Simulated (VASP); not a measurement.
# AgCl (P4/mmm) in VASP: a series of runs

The runs below take AgCl through single point, with HSE06, PBE, r2SCAN.

Program: VASP 6.6.1. These are calculated values, not measurements. Logs are shortened: lines on timing, memory, paths and dates and some standing lists are left out, and cuts for length are marked.

## 1. The cell of the first run

The structure is tetragonal, space group P4/mmm (No. 123). Conventional cell: a = 3.225 Å, b = 3.225 Å, c = 3.552 Å, α = 90.00°, β = 90.00°, γ = 90.00°. Ag (site symmetry 4/mmm) has 8 Cl at 2.89 Å and 6 Ag at 3.23 to 3.55 Å within 3.8 Å. Within 3.8 Å of Cl (site symmetry 4/mmm) lie 8 Ag at 2.89 Å and 6 Cl at 3.23 to 3.55 Å.

## 2. Single point, HSE06 (epitaxial xy strain -5.0%)

Contents of POSCAR:

```
AgCl
1.0
    3.2254690775      0.0000000000      0.0000000000
    0.0000000000      3.2254690775      0.0000000000
    0.0000000000      0.0000000000      3.5518032843
Ag Cl
1 1
Direct
    0.0000000000      0.0000000000      0.0000000000
    0.5000000000      0.5000000000      0.5000000000
```

Contents of INCAR.step1:

```
SYSTEM = AgCl
PREC = Accurate
ENCUT = 520
EDIFF = 1E-5
ISMEAR = 0
SIGMA = 0.01
LREAL = .FALSE.
LASPH = .TRUE.
NELM = 60
ALGO = Normal
ISIF = 2
LWAVE = .TRUE.
GGA = PE
NBANDS = 16
KPAR = 4
```

Contents of INCAR.step2:

```
SYSTEM = AgCl
PREC = Accurate
ENCUT = 520
EDIFF = 1E-6
ISMEAR = 0
SIGMA = 0.01
LREAL = .FALSE.
LASPH = .TRUE.
NELM = 60
ALGO = Normal
ISIF = 2
LWAVE = .FALSE.
LCHARG = .TRUE.
GGA = PE
LHFCALC = .TRUE.
HFSCREEN = 0.2079
PRECFOCK = Normal
LVHAR = .TRUE.
ISTART = 1
NBANDS = 16
KPAR = 4
```

Contents of KPOINTS:

```
regular mesh
0
G
  6 6 6
  0 0 0
```

Potentials or basis: VASP PAW PBE potentials, release 64 (Ag, Cl).

On the command line:

```bash
$ cat potpaw_PBE.64/Ag/POTCAR potpaw_PBE.64/Cl/POTCAR > POTCAR
$ cp INCAR.step1 INCAR
$ mpirun -np 4 vasp_std > vasp.out
$ cp INCAR.step2 INCAR
$ mpirun -np 4 vasp_std > vasp.out
```

OUTCAR:

```text
SYSTEM = AgCl
   PREC = Accurate
   ENCUT = 520
   EDIFF = 1E-6
   ISMEAR = 0
   LREAL = .FALSE.
   LASPH = .TRUE.
   NELM = 60
   ISIF = 2
   GGA = PE
   LHFCALC = .TRUE.
   HFSCREEN = 0.2079
   PRECFOCK = Normal
   ISTART = 1

 ion  position               nearest neighbor table
   1  0.000  0.000  0.000-   2 2.89   2 2.89   2 2.89   2 2.89   2 2.89   2 2.89   2 2.89   2 2.89

   2  0.500  0.500  0.500-   1 2.89   1 2.89   1 2.89   1 2.89   1 2.89   1 2.89   1 2.89   1 2.89

  LATTYP: Found a simple tetragonal cell.
 ALAT       =     3.2254690775
 C/A-ratio  =     1.1011741855

  Lattice vectors:

 A1 = (   3.2254690775,   0.0000000000,   0.0000000000)
 A2 = (   0.0000000000,   3.2254690775,   0.0000000000)
 A3 = (   0.0000000000,   0.0000000000,   3.5518032843)

Analysis of symmetry for initial positions (statically):
=====================================================================
 Subroutine PRICEL returns:
 Original cell was already a primitive cell.

 Routine SETGRP: Setting up the symmetry group for a
 simple tetragonal supercell.

 Subroutine GETGRP returns: Found 16 space group operations
 (whereof 16 operations were pure point group operations)
 out of a pool of 16 trial point group operations.

The static configuration has the point symmetry D_4h.

Analysis of symmetry for dynamics (positions and initial velocities):
=====================================================================
 Subroutine PRICEL returns:
 Original cell was already a primitive cell.

 Routine SETGRP: Setting up the symmetry group for a
 simple tetragonal supercell.

 Subroutine GETGRP returns: Found 16 space group operations
 (whereof 16 operations were pure point group operations)
 out of a pool of 16 trial point group operations.

The dynamic configuration has the point symmetry D_4h.

 Subroutine INISYM returns: Found 16 space group operations
 (whereof 16 operations are pure point group operations),
 and found     1 'primitive' translations

----------------------------------------------------------------------------------------

                                     Primitive cell

  volume of cell :      36.9517

  direct lattice vectors                    reciprocal lattice vectors
     3.225469078  0.000000000  0.000000000     0.310032425  0.000000000  0.000000000
     0.000000000  3.225469078  0.000000000     0.000000000  0.310032425  0.000000000
     0.000000000  0.000000000  3.551803284     0.000000000  0.000000000  0.281547124

  length of vectors
     3.225469078  3.225469078  3.551803284     0.310032425  0.310032425  0.281547124

  position of ions in fractional coordinates (direct lattice)
     0.000000000  0.000000000  0.000000000
     0.500000000  0.500000000  0.500000000

  ion indices of the primitive-cell ions
   primitive index   ion index
                 1           1
                 2           2

----------------------------------------------------------------------------------------

 KPOINTS: regular mesh

Automatic generation of k-mesh.
 Grid dimensions read from file:
 generate k-points for:    6    6    6

 Generating k-lattice:

  Cartesian coordinates                     Fractional coordinates (reciprocal lattice)
     0.051672071  0.000000000  0.000000000     0.166666667  0.000000000  0.000000000
     0.000000000  0.051672071  0.000000000     0.000000000  0.166666667  0.000000000
     0.000000000  0.000000000  0.046924521     0.000000000  0.000000000  0.166666667

  Length of vectors
     0.051672071  0.051672071  0.046924521

  Shift w.r.t. Gamma in fractional coordinates (k-lattice)
     0.000000000  0.000000000  0.000000000

 Subroutine IBZKPT returns following result:
 ===========================================

 Found     40 irreducible k-points:

 Following reciprocal coordinates:
            Coordinates               Weight
  0.000000  0.000000  0.000000      1.000000
  0.166667  0.000000  0.000000      4.000000
  0.333333  0.000000  0.000000      4.000000
  0.500000  0.000000  0.000000      2.000000
  0.166667  0.166667  0.000000      4.000000
  0.333333  0.166667  0.000000      8.000000
[... 16 lines left out ...]
  0.333333  0.000000  0.333333      8.000000
  0.500000  0.000000  0.333333      4.000000
 [... further k-points ...]
   k-points           NKPTS =     40   k-points in BZ     NKDIM =    216   number of bands    NBANDS=     16
   number of dos      NEDOS =    301   number of ions     NIONS =      2
   total plane-waves  NPLWV =  16128
   dimension x,y,z NGX =    24 NGY =   24 NGZ =   28
   dimension x,y,z NGXF=    48 NGYF=   48 NGZF=   56
   ions per type =               1   1
   NGX,Y,Z   is equivalent  to a cutoff of  12.37, 12.37, 13.11 a.u.
   NGXF,Y,Z  is equivalent  to a cutoff of  24.74, 24.74, 26.21 a.u.
 SYSTEM =  AgCl
   PREC   = accura    normal or accurate (medium, high low for compatibility)
   ISTART =      1    job   : 0-new  1-cont  2-samecut
   ICHARG =      0    charge: 1-file 2-atom 10-const
   ISPIN  =      1    spin polarized calculation?
   LNONCOLLINEAR =      F non collinear calculations
   LSORBIT =      F    spin-orbit coupling
   LASPH  =      T    aspherical Exc in radial PAW
   ENCUT  =  520.0 eV  38.22 Ry    6.18 a.u.   6.00  6.00  6.60*2*pi/ulx,y,z
   NELM   =     60;   NELMIN=  2; NELMDL=  0     # of ELM steps
   EDIFF  = 0.1E-05   stopping-criterion for ELM
   LREAL  =      F    real-space projection
   EDIFFG = 0.1E-04   stopping-criterion for IOM
   NSW    =      0    number of steps for IOM
   IBRION =     -1    ionic relax: 0-MD 1-quasi-New 2-CG
   NFREE  =      0    steps in history (QN), initial steepest desc. (CG)
   ISIF   =      2    stress and relaxation
   ISYM   =      3    0-nonsym 1-usesym 2-fastsym
   POTIM  = 0.5000    time-step for ionic-motion
   TEBEG  =    0.0;   TEEND  =   0.0 temperature during run
   PSTRESS=    0.0 pullay stress
   NELECT =      18.0000    total number of electrons
   NUPDOWN=      -1.0000    fix difference up-down
   EMIN   =  10.00;   EMAX   =-10.00  energy-range for DOS
   EFERMI =   0.00;   METHOD = LEGACY
   ISMEAR =     0;   SIGMA  =   0.01  broadening in eV -4-tet -1-fermi 0-gaus
   EFERMI_NEDOS =   21; number of points for ismear=-14 and -15
   IALGO  =     38    algorithm
   IMIX   =      1    mixing-type and parameters
     AMIX     =   0.40;   BMIX     =  1.00
     AMIX_MAG =   1.60;   BMIX_MAG =  1.00
  volume/ion in A,a.u.               =      18.48       124.68
  Fermi-wavevector in a.u.,A,eV,Ry     =   1.288113  2.434181 22.575279  1.659236
  Thomas-Fermi vector in A             =   2.420087
   LORBIT       =      0    0 simple, 1 ext, 2 COOP (PROOUT), +10 PAW based schemes
   GGA     = PE    functional components
   LHFCALC =     T    Hartree Fock is set to
   PRECFOCK=normal    Normal, Fast or Accurate (Low or Medium for compatibility)
   ENCUT4O =  -1.0   cutoff for four orbital integrals eV
   NKREDX  =     1    reduce k-point grid by
   NKREDY  =     1    reduce k-point grid by
   NKREDZ  =     1    reduce k-point grid by
   AEXX    =    0.2500 exact exchange contribution
   HFSCREEN=    0.2079 screening length (either q_TF or 0.3 A-1)
   HFSCREENC=   0.2079 screening length for correlation (either q_TF or 0.3 A-1)
   ENCUTFOCK=  -1.0 apply spherical cutoff to Coloumb kernel
   IVDW    =     0    specifies the selected vdW correction
   LEPSILON=     F    determine dielectric tensor
   LRPA    =     F    only Hartree local field effects (RPA)
 non-spin polarized calculation
 Gauss-broadening in eV      SIGMA  =   0.01
  energy-cutoff  :      520.00
  volume of cell :       36.95
 maximum number of plane-waves:      1024
 NGX is ok and might be reduce to    24
  NGX = 18; NGY = 18; NGZ = 20

 number of electron      17.9999993 magnetization

 Free energy of the ion-electron system (eV)
  ---------------------------------------------------
  ext. energy  EPLUGINS =         0.00000000
  ---------------------------------------------------
  free energy    TOTEN  =        -6.26113477 eV

  energy without entropy =       -6.26113477  energy(sigma->0) =       -6.26113477

 E-fermi :   4.3218     XC(G=0):  -8.9274

 val. band max:        4.2145600324   @ k =   0.0000   0.0000   0.5000
 cond. band min:       6.0725875826   @ k =   0.0000   0.0000   0.0000
 fundamental gap:      1.8580275502
 Fermi energy:         4.3218285182

 k-point     1 :       0.0000    0.0000    0.0000
  band No.  band energies     occupation
      1     -12.2858      2.00000
      2       0.3442      2.00000
      3       0.4950      2.00000
      4       1.5425      2.00000
      5       1.5425      2.00000
      6       1.6635      2.00000
[... 8 lines left out ...]
     15      20.9601      0.00000
     16      22.3883      0.00000

 k-point     2 :       0.1667    0.0000    0.0000
  band No.  band energies     occupation
      1     -12.1179      2.00000
      2       0.1745      2.00000
      3       0.5259      2.00000
      4       0.7463      2.00000
      5       1.2677      2.00000
      6       1.5627      2.00000
[... 8 lines left out ...]
     15      19.9953      0.00000
     16      22.2524      0.00000

 k-point     3 :       0.3333    0.0000    0.0000
  band No.  band energies     occupation
      1     -11.7458      2.00000
      2      -1.1662      2.00000
      3       0.1625      2.00000
      4       0.6098      2.00000
      5       0.7972      2.00000
      6       1.6034      2.00000
[... 8 lines left out ...]
     15      21.6674      0.00000
     16      21.9845      0.00000

 k-point     4 :       0.5000    0.0000    0.0000
  band No.  band energies     occupation
      1     -11.5367      2.00000
      2      -1.8848      2.00000
      3      -0.0439      2.00000
      4       0.6184      2.00000
      5       0.6617      2.00000
      6       1.6240      2.00000
[... 8 lines left out ...]
     15      21.8524      0.00000
     16      21.9118      0.00000
[... 324 lines left out ...]
 k-point    22 :       0.1667    0.0000    0.3333
  band No.  band energies     occupation
      1     -11.8164      2.00000
      2      -1.1195      2.00000
      3       0.3673      2.00000
      4       0.6890      2.00000
      5       0.8568      2.00000
      6       1.5493      2.00000
[... 8 lines left out ...]
     15      20.7506      0.00000
     16      21.7528      0.00000

 k-point    23 :       0.3333    0.0000    0.3333
  band No.  band energies     occupation
      1     -11.5292      2.00000
      2      -0.7534      2.00000
      3      -0.0724      2.00000
      4       0.7814      2.00000
      5       1.0509      2.00000
      6       1.3697      2.00000
[... 8 lines left out ...]
     15      20.5327      0.00000
     16      21.6132      0.00000

 k-point    24 :       0.5000    0.0000    0.3333
  band No.  band energies     occupation
      1     -11.3726      2.00000
      2      -0.9455      2.00000
      3      -0.0761      2.00000
      4       0.7662      2.00000
      5       1.0327      2.00000
      6       1.4300      2.00000
[... 8 lines left out ...]
     15      20.7174      0.00000
     16      22.3870      0.00000

 [... further k-points ...]
[... 5 lines left out ...]
  --------------------------------------------------------------------------------------
  -------------------------------------------------------------------------------------
  Total        1.5706879      1.5706879      0.1706772      0.0000000      0.0000000      0.0000000
  in kB       68.1029310     68.1029310      7.4003366      0.0000000      0.0000000      0.0000000
  external PRESSURE =      47.8687329 kB  Pullay stress =       0.0000000 kB

 VOLUME and BASIS-vectors are now :
 -----------------------------------------------------------------------------
  energy-cutoff  :      520.00
  volume of cell :       36.95
      direct lattice vectors                 reciprocal lattice vectors
     3.225469078  0.000000000  0.000000000     0.310032425  0.000000000  0.000000000
     0.000000000  3.225469078  0.000000000     0.000000000  0.310032425  0.000000000
     0.000000000  0.000000000  3.551803284     0.000000000  0.000000000  0.281547124

 POSITION                                       TOTAL-FORCE (eV/Angst)
 -----------------------------------------------------------------------------------
      0.00000      0.00000      0.00000         0.000000      0.000000      0.000000
      1.61273      1.61273      1.77590         0.000000      0.000000      0.000000
 -----------------------------------------------------------------------------------
    total drift:                               -0.000061     -0.000071      0.000234

  FREE ENERGIE OF THE ION-ELECTRON SYSTEM (eV)
  ---------------------------------------------------
  free  energy   TOTEN  =        -6.2611347679 eV

  energy  without entropy=       -6.2611347679  energy(sigma->0) =       -6.26113477
```

Run time: 6.3 min. Hardware: 4 MPI ranks of Intel Xeon 6975P-C (Granite Rapids), shared host; peak memory 0.26 GiB.

What came out:

| Property | Result |
| --- | --- |
| Free energy | -6.2611 eV |
| Pressure | 4.8 GPa |
| Band gap on the k mesh | 1.86 eV (least direct gap 3.35 eV) |

Caveat: the cell differs from its parent crystal (epitaxial xy strain -5.0%); the cell stands under pressure; the PAW data sets were made with another functional, which shifts forces and pressure a little. A k mesh can miss the band edges.

(Continued in part 2 of 2.)
